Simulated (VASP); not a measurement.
# Si10H4Cl in VASP: further runs

Runs on Si10H4Cl. Level: PBE. Tasks: single point.

Program: VASP 6.6.1. These are calculated values, not measurements. Logs are shortened: lines on timing, memory, paths and dates and some standing lists are left out, and cuts for length are marked.

## (1) The cell of the first run

The cell holds a slab with vacuum, 30 atoms: a = 7.679 Å, b = 7.679 Å, c = 17.256 Å, α = 90.00°, β = 90.00°, γ = 90.00°.

## (2) Single point, PBE

File INCAR:

```
PREC = Accurate
ENCUT = 520
EDIFF = 1E-6
ISMEAR = -1
SIGMA = 0.05
LREAL = Auto
LASPH = T
NELM = 80
ALGO = Normal
ISIF = 2
LWAVE = F
LCHARG = F
GGA = PE
NBANDS = 72
```

File KPOINTS:

```
Automatic mesh
0
Gamma
  2 2 1
```

File POSCAR:

```
Si10H4Cl
1.0
    7.6791800000      0.0000000000      0.0000000000
    0.0000000000      7.6791800000      0.0000000000
    0.0000000000      0.0000000000     17.2555000000
H Si Cl
8 20 2
Direct
    0.4093926695      0.0000000000      0.0579525369
    0.0906086327      0.0000000000      0.0579525369
    0.9093939718      0.0000000000      0.0579525369
    0.5906099349      0.0000000000      0.0579525369
    0.4093926695      0.5000013022      0.0579525369
    0.0906086327      0.5000013022      0.0579525369
    0.9093939718      0.5000013022      0.0579525369
    0.5906099349      0.5000013022      0.0579525369
    0.2500006511      0.0000000000      0.1081104575
    0.7500019533      0.0000000000      0.1081104575
    0.2500006511      0.5000013022      0.1081104575
    0.7500019533      0.5000013022      0.1081104575
    0.2160647361      0.2409892723      0.1858074237
    0.7155191049      0.2483728731      0.1966503434
    0.2520060736      0.7702384890      0.1830488830
    0.7623209770      0.7728299115      0.1910637188
   -0.0269429809      0.2350250938      0.2736055171
    0.4552960082      0.2542589183      0.2734374547
   -0.0056907118      0.7932487583      0.2739764133
    0.4806112111      0.7380735964      0.2680420735
    0.0288572478      0.0208746246      0.3719219959
    0.4415966288     -0.0004818223      0.3462548173
    0.0065892452      0.5030745470      0.3405001304
    0.4900002344      0.5247956162      0.3539798905
    0.2825041215      0.0747084975      0.4489525079
    0.7284111064      0.0970806779      0.4036452146
    0.2529436737      0.3544779521      0.3843122483
    0.7367062629      0.4242380046      0.4129639825
    0.7416026190      0.0063027563      0.5317492973
    0.7095549264      0.5270093942      0.5342702327
```

Potentials or basis: VASP PAW PBE potentials, release 64 (H, Si, Cl).

Command:

```
$ cat potpaw_PBE.64/H/POTCAR potpaw_PBE.64/Si/POTCAR potpaw_PBE.64/Cl/POTCAR > POTCAR
$ mpirun -np 1 vasp_std > vasp.out
```

OUTCAR:

```text
PREC = Accurate
   ENCUT = 520
   EDIFF = 1E-6
   ISMEAR = -1
   LREAL = Auto
   LASPH = T
   NELM = 80
   ISIF = 2
   GGA = PE

 ion  position               nearest neighbor table
   1  0.409  0.000  0.058-   9 1.50
   2  0.091  0.000  0.058-   9 1.50
   3  0.909  0.000  0.058-  10 1.50
   4  0.591  0.000  0.058-  10 1.50
   5  0.409  0.500  0.058-  11 1.50
   6  0.091  0.500  0.058-  11 1.50
   7  0.909  0.500  0.058-  12 1.50
   8  0.591  0.500  0.058-  12 1.50
   9  0.250  0.000  0.108-   1 1.50   2 1.50  15 2.19  13 2.30
  10  0.750  0.000  0.108-   4 1.50   3 1.50  16 2.26  14 2.46
  11  0.250  0.500  0.108-   5 1.50   6 1.50  13 2.41  15 2.45
  12  0.750  0.500  0.108-   8 1.50   7 1.50  14 2.48  16 2.54
  13  0.216  0.241  0.186-   9 2.30  18 2.38  17 2.40  11 2.41
  14  0.716  0.248  0.197-  17 2.38  18 2.40  10 2.46  12 2.48
  15  0.252  0.770  0.183-   9 2.19  20 2.30  11 2.45  19 2.53
  16  0.762  0.773  0.191-  10 2.26  19 2.29  12 2.54  20 2.55
  17  0.973  0.235  0.274-  23 2.37  14 2.38  21 2.40  13 2.40  27 3.02  26 3.11
  18  0.455  0.254  0.273-  22 2.33  13 2.38  14 2.40  24 2.51  27 2.58
  19  0.994  0.793  0.274-  16 2.29  21 2.45  23 2.51  15 2.53
  20  0.481  0.738  0.268-  24 2.21  15 2.30  22 2.44  16 2.55
  21  0.029  0.021  0.372-  25 2.39  17 2.40  26 2.44  19 2.45  27 3.09
  22  0.442  1.000  0.346-  25 2.23  18 2.33  20 2.44  26 2.53
  23  0.007  0.503  0.341-  27 2.34  17 2.37  28 2.50  19 2.51
  24  0.490  0.525  0.354-  20 2.21  28 2.29  27 2.30  18 2.51
  25  0.283  0.075  0.449-  22 2.23  21 2.39  27 2.43
  26  0.728  0.097  0.404-  29 2.32  21 2.44  28 2.52  22 2.53  17 3.11
  27  0.253  0.354  0.384-  24 2.30  23 2.34  25 2.43  18 2.58  17 3.02  21 3.09
  28  0.737  0.424  0.413-  30 2.25  24 2.29  23 2.50  26 2.52
  29  0.742  0.006  0.532-  26 2.32
  30  0.710  0.527  0.534-  28 2.25

  LATTYP: Found a simple tetragonal cell.
 ALAT       =     7.6791800000
 C/A-ratio  =     2.2470498152

  Lattice vectors:

 A1 = (   7.6791800000,   0.0000000000,   0.0000000000)
 A2 = (   0.0000000000,   7.6791800000,   0.0000000000)
 A3 = (   0.0000000000,   0.0000000000,  17.2555000000)

Analysis of symmetry for initial positions (statically):
=====================================================================
 Subroutine PRICEL returns:
 Original cell was already a primitive cell.

 Routine SETGRP: Setting up the symmetry group for a
 simple tetragonal supercell.

 Subroutine GETGRP returns: Found  1 space group operations
 (whereof  1 operations were pure point group operations)
 out of a pool of 16 trial point group operations.

The static configuration has the point symmetry C_1 .

Analysis of symmetry for dynamics (positions and initial velocities):
[... 153 lines left out ...]
   ISYM   =      2    0-nonsym 1-usesym 2-fastsym
   POTIM  = 0.5000    time-step for ionic-motion
   TEBEG  =    0.0;   TEEND  =   0.0 temperature during run
   PSTRESS=    0.0 pullay stress
   NELECT =     102.0000    total number of electrons
   NUPDOWN=      -1.0000    fix difference up-down
   EMIN   =  10.00;   EMAX   =-10.00  energy-range for DOS
   EFERMI =   0.00;   METHOD = LEGACY
   ISMEAR =    -1;   SIGMA  =   0.05  broadening in eV -4-tet -1-fermi 0-gaus
   EFERMI_NEDOS =   21; number of points for ismear=-14 and -15
   IALGO  =     38    algorithm
   IMIX   =      4    mixing-type and parameters
     AMIX     =   0.40;   BMIX     =  1.00
     AMIX_MAG =   1.60;   BMIX_MAG =  1.00
  volume/ion in A,a.u.               =      33.92       228.89
  Fermi-wavevector in a.u.,A,eV,Ry     =   0.760482  1.437103  7.868704  0.578333
  Thomas-Fermi vector in A             =   1.859510
   LORBIT       =      0    0 simple, 1 ext, 2 COOP (PROOUT), +10 PAW based schemes
   GGA     = PE    functional components
   LHFCALC =     F    Hartree Fock is set to
   AEXX    =    0.0000 exact exchange contribution
   IVDW    =     0    specifies the selected vdW correction
   LEPSILON=     F    determine dielectric tensor
   LRPA    =     F    only Hartree local field effects (RPA)
 non-spin polarized calculation
  energy-cutoff  :      520.00
  volume of cell :     1017.55
 maximum number of plane-waves:     27424
 NGX is ok and might be reduce to    60
   NGX = 29   NGY = 29   NGZ = 65

 number of electron     102.0000005 magnetization

 Free energy of the ion-electron system (eV)
  ---------------------------------------------------
  ext. energy  EPLUGINS =         0.00000000
  ---------------------------------------------------
  free energy    TOTEN  =      -133.66588135 eV

  energy without entropy =     -133.66350566  energy(sigma->0) =     -133.66469350

 E-fermi :  -0.3019     XC(G=0):  -5.2337

 val. band max:       -0.5494701231   @ k =   0.0000   0.5000   0.0000
 cond. band min:      -0.0570758809   @ k =   0.0000   0.0000   0.0000
 fundamental gap:      0.4923942423
 Fermi energy:        -0.3018988061

 k-point     1 :       0.0000    0.0000    0.0000
  band No.  band energies     occupation
      1     -15.3013      2.00000
      2     -14.7394      2.00000
      3     -12.1436      2.00000
      4     -10.9933      2.00000
      5     -10.2771      2.00000
      6     -10.0637      2.00000
[... 253 lines left out ...]
     62       2.8052      0.00000
     63       2.9065      0.00000
 [bands above 63 left out]

------------------------ aborting loop because EDIFF is reached ----------------------------------------

  FORCE on cell =-STRESS in cart. coord.  units (eV):
  Direction    XX          YY          ZZ          XY          YZ          ZX
  --------------------------------------------------------------------------------------
  -------------------------------------------------------------------------------------
  Total       11.8410592     -2.3539889     -7.5489155     -0.0015803     -5.6894695      3.4626084
  in kB       18.6442060     -3.7064466    -11.8860596     -0.0024883     -8.9582899      5.4520109
  external PRESSURE =       1.0172332 kB  Pullay stress =       0.0000000 kB

 VOLUME and BASIS-vectors are now :
 -----------------------------------------------------------------------------
  energy-cutoff  :      520.00
  volume of cell :     1017.55
      direct lattice vectors                 reciprocal lattice vectors
     7.679180000  0.000000000  0.000000000     0.130222237  0.000000000  0.000000000
     0.000000000  7.679180000  0.000000000     0.000000000  0.130222237  0.000000000
     0.000000000  0.000000000 17.255500000     0.000000000  0.000000000  0.057952537

 POSITION                                       TOTAL-FORCE (eV/Angst)
 -----------------------------------------------------------------------------------
      3.14380      0.00000      1.00000        -0.592367      0.157635     -0.018521
      0.69580      0.00000      1.00000         0.582987     -0.180096     -0.066619
      6.98340      0.00000      1.00000        -0.508230      0.186733      0.109260
      4.53540      0.00000      1.00000         0.640088     -0.193390     -0.040495
      3.14380      3.83960      1.00000        -0.572083     -0.098525      0.055765
      0.69580      3.83960      1.00000         0.653124      0.098535     -0.164070
[... 22 lines left out ...]
      5.69490      0.04840      9.17560        -0.317172      0.631446     -1.481595
      5.44880      4.04700      9.21910         0.245251     -0.717646     -1.602011
 -----------------------------------------------------------------------------------
    total drift:                                0.004681      0.003115      0.031121

  FREE ENERGIE OF THE ION-ELECTRON SYSTEM (eV)
  ---------------------------------------------------
  free  energy   TOTEN  =      -133.6658813509 eV

  energy  without entropy=     -133.6635056588  energy(sigma->0) =     -133.66469350
```

stdout:

```text
POSCAR found type information on POSCAR H SiCl
 POSCAR found :  3 types and      30 ions
 scaLAPACK will be used
 LDA part: xc-table for (Slater+PW92), standard interpolation
 POSCAR, INCAR and KPOINTS ok, starting setup
 FFT: planning ... GRIDC
 FFT: planning ... GRID_SOFT
 FFT: planning ... GRID
 WAVECAR not read
 entering main loop
```

Wall time 18 min (1 thread of Intel Xeon 8259CL, shared host); peak memory 0.95 GiB.

Results:

```
Free energy            : -133.6659 eV
Largest force          : 3.041 eV/Å
Band gap on the k mesh : 0.49 eV (least direct gap 0.64 eV)
```

Forces on the atoms (eV/Å):
```
H   -0.592  0.158 -0.019
H    0.583 -0.180 -0.067
H   -0.508  0.187  0.109
H    0.640 -0.193 -0.040
H   -0.572 -0.099  0.056
H    0.653  0.099 -0.164
H   -0.530 -0.169  0.074
H    0.597  0.178  0.035
Si   0.156  1.199 -1.219
Si  -0.620  1.264  0.200
Si  -0.564  0.210  0.538
Si   0.053  0.274  1.423
Si  -0.001  1.126  0.220
Si   0.432  0.259 -1.068
Si  -1.239 -2.468  1.274
Si  -1.577 -1.924  0.152
Si   0.221  0.280 -0.735
Si   0.289 -0.246 -0.964
Si   1.613 -0.902  0.531
Si   1.131  2.266 -0.919
Si  -1.352 -0.002 -1.007
Si   2.452 -0.082 -0.939
Si  -0.996  0.243  0.073
Si  -0.275 -1.541  0.563
Si  -1.405  0.603  1.223
Si   0.326 -0.676  1.826
Si   0.054  0.273  0.612
Si   1.102 -0.052  1.316
Cl  -0.317  0.631 -1.482
Cl   0.245 -0.718 -1.602
```

Levels at points of the mesh, in eV from the valence-band top:
```
           k point  band 49  band 50  band 51  band 52  band 53  band 54
(0.00, 0.00, 0.00)    -0.33    -0.31    -0.15     0.49     0.89     1.19
(0.50, 0.00, 0.00)    -0.57    -0.27    -0.21     0.78     1.55     1.82
(0.00, 0.50, 0.00)    -0.56    -0.26     0.00     0.66     1.29     1.42
(0.50, 0.50, 0.00)    -0.82    -0.66    -0.21     1.30     1.58     1.88
```

Caveat: the atoms stand as in a frame of molecular dynamics.

## (3) Single point, PBE

File INCAR:

```
PREC     = Accurate       # precision mode
ENCUT    = 520            # plane-wave cutoff, eV
EDIFF    = 1E-6           # SCF threshold, eV
ISMEAR   = -1             # smearing method
SIGMA    = 0.05           # smearing width, eV
LREAL    = Auto         
LASPH    = True           # aspherical terms in the spheres
NELM     = 100            # most SCF steps
ALGO     = Normal         # electronic algorithm
ISIF     = 2              # what is computed and relaxed
LWAVE    = False          # write WAVECAR
LCHARG   = True           # write CHGCAR
GGA      = PE             # functional
LELF     = True           # ELF
LVHAR    = True         
NBANDS   = 72             # bands
```

KPOINTS is that of step 2.

File POSCAR:

```
Si10H4Cl
1.0
    7.6791800000      0.0000000000      0.0000000000
    0.0000000000      7.6791800000      0.0000000000
    0.0000000000      0.0000000000     17.2555000000
H Si Cl
8 20 2
Direct
    0.4093926695      0.0000000000      0.0579525369
    0.0906086327      0.0000000000      0.0579525369
    0.9093939718      0.0000000000      0.0579525369
    0.5906099349      0.0000000000      0.0579525369
    0.4093926695      0.5000013022      0.0579525369
    0.0906086327      0.5000013022      0.0579525369
    0.9093939718      0.5000013022      0.0579525369
    0.5906099349      0.5000013022      0.0579525369
    0.2500006511      0.0000000000      0.1081104575
    0.7500019533      0.0000000000      0.1081104575
    0.2500006511      0.5000013022      0.1081104575
    0.7500019533      0.5000013022      0.1081104575
    0.2037326902      0.2598845189      0.1806612384
    0.7287887509      0.2419268724      0.1934571586
    0.2196588698      0.7322266179      0.1954391353
    0.7498847533      0.7445586638      0.1863521776
   -0.0257579585      0.2575274964      0.2701515459
    0.4656747205      0.2723337648      0.2680594593
    0.0102224456      0.7949676919      0.2871780012
    0.4861977451      0.7868548465      0.2550722958
    0.0151188017      0.0420748049      0.3737069340
    0.4677973429      0.0175669798      0.3424763119
   -0.0215517803      0.5264885053      0.3453217815
    0.4664039650      0.5466859743      0.3669496682
    0.2549490961      0.0591990291      0.4615919562
    0.7253508838      0.0750991642      0.4148995972
    0.2290088265      0.3807698218      0.3964706905
    0.7501191533      0.4069054248      0.4228043233
    0.7208061277     -0.0310840480      0.5216076034
    0.6965066583      0.4934641459      0.5372953551
```

Potentials or basis: VASP PAW PBE potentials, release 64 (H, Si, Cl).

Command:

```
$ cat potpaw_PBE.64/H/POTCAR potpaw_PBE.64/Si/POTCAR potpaw_PBE.64/Cl/POTCAR > POTCAR
$ mpirun -np 1 vasp_std > vasp.out
```

Wall time 20 min (1 thread of Intel Xeon 8259CL, shared host); peak memory 0.95 GiB.

It converged, with:

```yaml
Free_energy: -133.5389 eV
Largest_force: 2.214 eV/Å
Band_gap_on_the_k_mesh: 0.62 eV
```

Forces in eV/Å, atoms in the order of the input:
```
H   -0.538  0.015  0.163
H    0.647 -0.111 -0.258
H   -0.489  0.216  0.067
H    0.657 -0.004 -0.085
H   -0.490  0.116  0.227
H    0.667  0.269 -0.250
H   -0.540 -0.002  0.048
H    0.614  0.120 -0.025
Si  -0.926 -0.549  0.802
Si  -0.316 -0.308  0.426
Si  -0.890  0.286 -0.305
Si   0.000 -1.083  0.529
Si   1.471 -1.014  0.966
Si  -0.429  0.937 -0.751
Si   1.192  1.557 -1.028
Si   0.511  1.232  0.958
Si   0.232  0.219  0.344
Si  -0.791  0.230 -0.115
Si  -1.475 -0.217 -0.760
Si  -0.010 -1.400  1.221
Si  -0.235 -0.089 -1.256
Si  -0.264  0.724  0.857
Si   0.311 -1.609  0.531
Si   1.712 -0.680 -1.181
Si   0.309  0.940 -1.225
Si   0.502  1.127 -1.030
Si   0.057 -0.607  0.329
Si  -1.781  0.273 -0.324
Cl  -0.228 -0.366  1.207
Cl   0.520 -0.223 -0.087
```

Levels at points of the mesh, in eV from the valence-band top:
| k point | band 49 | band 50 | band 51 | band 52 | band 53 | band 54 |
| --- | --- | --- | --- | --- | --- | --- |
| (0.00, 0.00, 0.00) | -0.46 | -0.25 | -0.08 | 0.64 | 1.02 | 1.33 |
| (0.50, 0.00, 0.00) | -0.65 | -0.49 | -0.20 | 1.11 | 1.47 | 1.77 |
| (0.00, 0.50, 0.00) | -0.56 | -0.26 | 0.00 | 0.62 | 1.25 | 1.58 |
| (0.50, 0.50, 0.00) | -0.81 | -0.71 | -0.47 | 1.27 | 1.34 | 1.88 |

Caveat: the atoms stand as in a frame of molecular dynamics.

(Continued in part 2 of 2.)
